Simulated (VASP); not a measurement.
W: single point with PBE

The system is W.

```
W
1.0
    -1.59217    1.59217    1.59217
     1.59217   -1.59217    1.59217
     1.59217    1.59217   -1.59217
W
1
Direct
  0.00000 0.00000 0.00000
```

| Property | Result |
| --- | --- |
| Program | VASP 6.6.1 |
| Task | single point |
| Functional | PBE |
| Potentials or basis | VASP PAW PBE potentials, release 64 (W_sv) |
| Cutoff | 520 eV |
| k mesh | 14 × 14 × 14 |
| Occupations | methfessel-paxton, width 0.01 eV |
| Spin | no spin polarisation |

```
Pressure               : 0.9 GPa
Band gap on the k mesh : zero (band 7 reaches 16.20 eV, above the bottom of band 8 at 9.97 eV)
```

Levels at points of the mesh, in eV from the Fermi level:
```
           k point  band 3  band 4  band 5  band 6  band 7  band 8  band 9  band 10  band 11  band 12
(0.00, 0.00, 0.00)  -37.90  -37.90   -9.62   -1.30   -1.30   -1.30    2.12     2.12    14.39    14.39
(0.50, 0.00, 0.00)  -38.30  -37.91   -6.25   -3.58    0.53    2.00    2.96     5.89    10.69    11.35
(0.50, 0.50, 0.50)  -38.75  -38.75   -5.78   -5.78    4.93    4.93    4.93     8.01     8.01     8.01
```

Run time: 50 s on 1 thread of AMD EPYC 7R13, on a shared host, peak memory 0.12 GiB.

Caveat: spin-orbit coupling is left out, which moves the levels of the heavy elements.
